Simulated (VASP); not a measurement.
# CaC2 (R-3m) in VASP: a series of runs

The runs below take CaC2 through vibrations by perturbation theory, with LDA.

All numbers are computed with VASP 6.6.1; they aren't measurements. Logs are shortened: lines on timing, memory, paths and dates and some standing lists are left out, and cuts for length are marked.

## Step 1: The cell of the first run

Symmetry: R-3m, No. 166, trigonal system. Conventional cell: a = 3.534 Å, b = 3.534 Å, c = 10.761 Å, α = 90.00°, β = 90.00°, γ = 120.00°. Within 3.2 Å of Ca (site symmetry -3m) lie 12 C at 2.36 to 3.16 Å. C (site symmetry 3m) has 1 C at 1.23 Å within 1.6 Å.

## Step 2: Vibrations by perturbation theory, LDA

Input file INCAR:

```
PREC     = Accurate       # precision mode
ENCUT    = 520            # plane-wave cutoff, eV
EDIFF    = 1E-8           # SCF threshold, eV
ISMEAR   = 0              # smearing method
SIGMA    = 0.01           # smearing width, eV
LREAL    = F              # projectors in reciprocal space
LASPH    = T              # aspherical terms in the spheres
NELM     = 100            # most SCF steps
ALGO     = Normal         # electronic algorithm
ISIF     = 2              # what is computed and relaxed
LWAVE    = F              # write WAVECAR
LCHARG   = F              # write CHGCAR
NBANDS   = 16             # bands
IBRION   = 8              # ionic algorithm
NSW      = 1              # ionic steps
LEPSILON = T              # dielectric tensor by DFPT
```

Input file KPOINTS:

```
regular mesh
0
Gamma
  9 9 9
```

Input file POSCAR:

```
CaC2
1.0
    1.7671242984      1.0202496894      3.5870417314
   -1.7671242984      1.0202496894      3.5870417314
    0.0000000000     -2.0404993788      3.5870417314
Ca C
1 2
Direct
    0.0000000000      0.0000000000      0.0000000000
    0.5571744286      0.5571744286      0.5571744286
    0.4428255714      0.4428255714      0.4428255714
```

Potentials or basis: VASP PAW LDA potentials, release 64 (Ca_sv, C).

Command:

```console
> cat potpaw_LDA.64/Ca_sv/POTCAR potpaw_LDA.64/C/POTCAR > POTCAR
> mpirun -np 1 vasp_std > vasp.out
```

OUTCAR:

```text
PREC = Accurate
   ENCUT = 520
   EDIFF = 1E-8
   ISMEAR = 0
   LREAL = F
   LASPH = T
   NELM = 100
   ISIF = 2
   IBRION = 8
   NSW = 1
   LEPSILON = T

 ion  position               nearest neighbor table
   1  0.000  0.000  0.000-   2 2.36   2 2.36   3 2.36   3 2.36   2 2.36   3 2.36
   2  0.557  0.557  0.557-   3 1.23   1 2.36   1 2.36   1 2.36
   3  0.443  0.443  0.443-   2 1.23   1 2.36   1 2.36   1 2.36

  LATTYP: Found a trigonal (rhomboedric) cell.
 ALAT       =     4.1268033752
 COS(alpha) =     0.6332782751

  Lattice vectors:

 A1 = (   1.7671242984,   1.0202496894,   3.5870417314)
 A2 = (  -1.7671242984,   1.0202496894,   3.5870417314)
 A3 = (   0.0000000000,  -2.0404993788,   3.5870417314)

Analysis of symmetry for initial positions (statically):
=====================================================================
 Subroutine PRICEL returns:
 Original cell was already a primitive cell.

 Routine SETGRP: Setting up the symmetry group for a
 trigonal (rhombohedral) supercell.

 Subroutine GETGRP returns: Found 12 space group operations
 (whereof 12 operations were pure point group operations)
 out of a pool of 12 trial point group operations.

The static configuration has the point symmetry D_3d.

Analysis of symmetry for dynamics (positions and initial velocities):
=====================================================================
 Subroutine PRICEL returns:
 Original cell was already a primitive cell.

 Routine SETGRP: Setting up the symmetry group for a
 trigonal (rhombohedral) supercell.

 Subroutine GETGRP returns: Found 12 space group operations
 (whereof 12 operations were pure point group operations)
 out of a pool of 12 trial point group operations.

The dynamic configuration has the point symmetry D_3d.

 Subroutine INISYM returns: Found 12 space group operations
 (whereof 12 operations are pure point group operations),
 and found     1 'primitive' translations

----------------------------------------------------------------------------------------

                                     Primitive cell

  volume of cell :      38.8026

  direct lattice vectors                    reciprocal lattice vectors
     1.767124298  1.020249689  3.587041731     0.282945575  0.163358704  0.092927085
    -1.767124298  1.020249689  3.587041731    -0.282945575  0.163358704  0.092927085
     0.000000000 -2.040499379  3.587041731     0.000000000 -0.326717407  0.092927085

  length of vectors
     4.126803375  4.126803375  4.126803375     0.339675886  0.339675886  0.339675886

  position of ions in fractional coordinates (direct lattice)
     0.000000000  0.000000000  0.000000000
     0.557174429  0.557174429  0.557174429
     0.442825571  0.442825571  0.442825571

  ion indices of the primitive-cell ions
   primitive index   ion index
                 1           1
                 2           2
                 3           3
[... 635 lines left out ...]
 -----------------------------------------------------------------------------
     0.00016  0.00000 -0.00000           (  0.00002  0.00000 -0.00000)
     0.00000  0.00016  0.00000           (  0.00000  0.00002  0.00000)
    -0.00000  0.00000 -0.00029           ( -0.00000  0.00000  0.00003)

 PIEZOELECTRIC TENSOR FIELD DIRECTION 3  (C/m^2)
 -----------------------------------------------------------------------------
     0.00007  0.00000 -0.00000
     0.00000  0.00007  0.00000
    -0.00000  0.00000 -0.00012

--------------------------------------- Ionic step        4  -------------------------------------------

------------------------ aborting loop because EDIFF is reached ----------------------------------------

[... ionic steps 5 to 5 ...]

--------------------------------------- Ionic step        6  -------------------------------------------

------------------------ aborting loop because EDIFF is reached ----------------------------------------

--------------------------------------- Ionic step        7  -------------------------------------------

------------------------ aborting loop because EDIFF is reached ----------------------------------------

[... ionic steps 8 to 8 ...]

--------------------------------------- Ionic step        9  -------------------------------------------

 Free energy of the ion-electron system (eV)
  ---------------------------------------------------
  ---------------------------------------------------
  free energy    TOTEN  =        -0.14261467 eV

  energy without entropy =       -0.14261467

------------------------ aborting loop because EDIFF is reached ----------------------------------------

 INTERNAL STRAIN TENSOR  FOR ION    2  DIRECTION 3   (eV/Angst):
 -----------------------------------------------------------------------------
     8.45959  0.00000  0.00000
     0.00000  8.45959  0.00000
    -0.00000 -0.00000*********

 MACROSCOPIC STATIC DIELECTRIC TENSOR (including local field effects in DFT)
 ------------------------------------------------------
           4.191538    -0.000000     0.000000
           0.000000     4.191538     0.000000
          -0.000000     0.000000     5.602388
 ------------------------------------------------------

 PIEZOELECTRIC TENSOR (including local field effects)  for field in x, y, z        (e  Angst)
          XX          YY          ZZ          XY          YZ          ZX
  --------------------------------------------------------------------------------
  x     0.00000     0.00000     0.00000     0.00000     0.00000     0.00000
  y     0.00000     0.00000     0.00000     0.00000     0.00000     0.00000
  z     0.00000     0.00000     0.00000     0.00000     0.00000     0.00000

 PIEZOELECTRIC TENSOR (including local field effects)  for field in x, y, z        (C/m^2)
          XX          YY          ZZ          XY          YZ          ZX
  --------------------------------------------------------------------------------
  x     0.00000     0.00000     0.00000     0.00000     0.00000     0.00000
  y     0.00000     0.00000     0.00000     0.00000     0.00000     0.00000
  z     0.00000     0.00000     0.00000     0.00000     0.00000     0.00000

 BORN EFFECTIVE CHARGES (including local field effects) (in |e|, cummulative output)
 ---------------------------------------------------------------------------------
 ion    1
    1     2.31597     0.00000     0.00000
    2     0.00000     2.31597     0.00000
    3    -0.00000    -0.00000     2.33891
 ion    2
    1    -1.15798     0.00000     0.00000
    2     0.00000    -1.15798     0.00000
    3     0.00000     0.00000    -1.16946
 ion    3
    1    -1.15798     0.00000     0.00000
    2     0.00000    -1.15798     0.00000
    3     0.00000     0.00000    -1.16946

 INTERNAL STRAIN TENSOR FOR ION    3 for displacements in x,y,z  (eV/Angst):
          X           Y           Z          XY          YZ          ZX
  --------------------------------------------------------------------------------
  x     0.00000     0.00000     0.00000     5.17482    -0.00000    -9.96701
  y     5.17482    -5.17482     0.00000     0.00000   -10.44950    -0.00000
  z    -8.45959    -8.45959   105.34193     0.00000    -0.00000     0.00000

 SECOND DERIVATIVES (NOT SYMMETRIZED)
 ------------------------------------
               1X          1Y          1Z          2X          2Y          2Z          3X          3Y          3Z
  1X   -10.379646    0.000000    0.000000    5.189823    0.000000    0.000000    5.189823    0.000000    0.000000
  1Y     0.000000  -10.379646    0.000000    0.000000    5.189823    0.000000    0.000000    5.189823    0.000000
  1Z     0.000000    0.000000   -5.870997    0.000000    0.000000    2.935498    0.000000    0.000000    2.935498
  2X     5.187400   -0.000000    0.000000   -5.408087    0.000000    0.000000    0.220687    0.000000   -0.000000
  2Y     0.000000    5.187400   -0.000000    0.000000   -5.408087    0.000000    0.000000    0.220687   -0.000000
  2Z     0.000000   -0.000000    2.940468    0.000000    0.000000  -91.969981    0.000000    0.000000   89.029513
  3X     5.187400   -0.000000    0.000000    0.220687    0.000000   -0.000000   -5.408087    0.000000    0.000000
  3Y     0.000000    5.187400   -0.000000    0.000000    0.220687   -0.000000    0.000000   -5.408087    0.000000
  3Z     0.000000   -0.000000    2.940468    0.000000    0.000000   89.029513    0.000000    0.000000  -91.969981

 Eigenvectors and eigenvalues of the dynamical matrix
 ----------------------------------------------------

   1 f  =   60.687580 THz   381.311313 2PiTHz 2024.319784 cm-1   250.983553 meV
             X         Y         Z           dx          dy          dz
      0.000000  0.000000  0.000000    -0.000000   -0.000000   -0.000000
      0.000000  0.000000  5.995824    -0.000000   -0.000000   -0.707107
      0.000000  0.000000  4.765301     0.000000    0.000000    0.707107
[... 43 lines left out ...]
   9 f/i=    0.004003 THz     0.025151 2PiTHz    0.133524 cm-1     0.016555 meV
             X         Y         Z           dx          dy          dz
      0.000000  0.000000  0.000000    -0.000000    0.000000    0.790973
      0.000000  0.000000  5.995824    -0.000000    0.000000    0.432644
      0.000000  0.000000  4.765301    -0.000000    0.000000    0.432644

--------------------------------------------------------------------------------------------------------

 MACROSCOPIC STATIC DIELECTRIC TENSOR IONIC CONTRIBUTION
 ------------------------------------------------------
           2.410207     0.000000    -0.000000
           0.000000     2.410207     0.000000
          -0.000000     0.000000     4.342861
 ------------------------------------------------------

 ELASTIC MODULI CONTR FROM IONIC RELAXATION (kBar)
 Direction    XX          YY          ZZ          XY          YZ          ZX
 --------------------------------------------------------------------------------
 XX        -425.5282    360.2256    406.5861      0.0000    793.3345     -0.0000
 YY         360.2256   -425.5282    406.5861     -0.0000   -793.3345      0.0000
 ZZ         406.5861    406.5861  -5062.9597     -0.0000     -0.0000      0.0000
 XY           0.0000     -0.0000     -0.0000   -392.8769     -0.0000    756.7037
 YZ         793.3345   -793.3345     -0.0000     -0.0000  -1601.9767      0.0000
 ZX          -0.0000      0.0000      0.0000    756.7037      0.0000  -1457.4552
 --------------------------------------------------------------------------------

 PIEZOELECTRIC TENSOR IONIC CONTR  for field in x, y, z        (C/m^2)
          XX          YY          ZZ          XY          YZ          ZX
  --------------------------------------------------------------------------------
  x     0.00000    -0.00000     0.00000    -0.00000    -0.00000     0.00000
  y     0.00000    -0.00000     0.00000    -0.00000    -0.00000     0.00000
  z    -0.00000    -0.00000     0.00000     0.00000     0.00000    -0.00000
```

Run time: 27 min. Hardware: 1 thread of Intel Xeon 8259CL, shared host; peak memory 0.61 GiB.

What came out:

```
Electronic dielectric tensor (diagonal) : 4.19, 4.19, 5.60
Born charges (mean of the diagonal)     : Ca +2.32; C -1.16 e
Highest phonon frequency at Γ           : 2024 cm⁻¹
```

Phonon frequencies in cm⁻¹ (negative: imaginary):
```csv
q point,frequencies
"(0.000, 0.000, 0.000)",0 0 0 326 357 357 433 433 2024
```

Electronic dielectric tensor:
```
4.19 0.00 0.00
0.00 4.19 0.00
0.00 0.00 5.60
```

Born effective charge tensors (e):
atom 1, Ca
```
2.32 0.00 0.00
0.00 2.32 0.00
0.00 0.00 2.34
```
atom 2, C
```
-1.16  0.00  0.00
 0.00 -1.16  0.00
 0.00  0.00 -1.17
```
atom 3, C
```
-1.16  0.00  0.00
 0.00 -1.16  0.00
 0.00  0.00 -1.17
```

Caveat: the cell stands under pressure or tension, which shifts response properties.

(Continued in part 2 of 3.)
